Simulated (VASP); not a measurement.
Input of a VASP 6.6.1 run:

The input INCAR:

```
SYSTEM = SrTiO3
  ALGO = Normal
  EDIFF = 1E-8
  ENCUT = 520
  GGA = PS
  ISIF = 2
  ISMEAR = -1
  LASPH = .TRUE.
  LCHARG = .FALSE.
  LEFG = .TRUE.
  LREAL = .FALSE.
  LWAVE = .FALSE.
  NBANDS = 28
  NELM = 100
  PREC = Accurate
  SIGMA = 0.05
```

Contents of KPOINTS:

```
k-points
0
G
  7 7 7
  0 0 0
```

File POSCAR:

```
SrTiO3
1.0
    3.9050000000      0.0390500000      0.0390500000
    0.0390500000      3.9050000000      0.0390500000
    0.0390500000      0.0390500000      3.9050000000
Sr Ti O
1 1 3
Direct
    0.0000000000      0.0000000000      0.0000000000
    0.5000000000      0.5000000000      0.5000000000
    0.0000000000      0.5000000000      0.5000000000
    0.5000000000      0.0000000000      0.5000000000
    0.5000000000      0.5000000000      0.0000000000
```

Potentials or basis: VASP PAW PBE potentials, release 64 (Sr_sv, Ti_sv, O).

Run with:

```bash
$ cat potpaw_PBE.64/Sr_sv/POTCAR potpaw_PBE.64/Ti_sv/POTCAR potpaw_PBE.64/O/POTCAR > POTCAR
$ mpirun -np 1 vasp_std > vasp.out
```

Question: What does it give for the band gap on the k mesh?

Answer: 1.81 eV (least direct gap 2.06 eV).

Question: Estimate the pressure.

Answer: -1.2 GPa.

Electric field gradients, principal values (V/Å²):
```tsv
atom	least	middle	greatest (by size)
1 Sr	-6.275	-6.275	12.550
2 Ti	3.908	3.908	-7.815
3 O	-3.822	-6.617	10.439
4 O	-3.822	-6.617	10.439
5 O	-3.822	-6.617	10.439
```

Caveat: the cell differs from its parent crystal (equal xy, yz and zx shear strains of +2 %); without QUAD_EFG the Cq values of the log hold for a quadrupole moment of 1 mb, not for the nuclei; the PAW data sets were made with another functional, which shifts forces and pressure a little. A k mesh can miss the band edges.
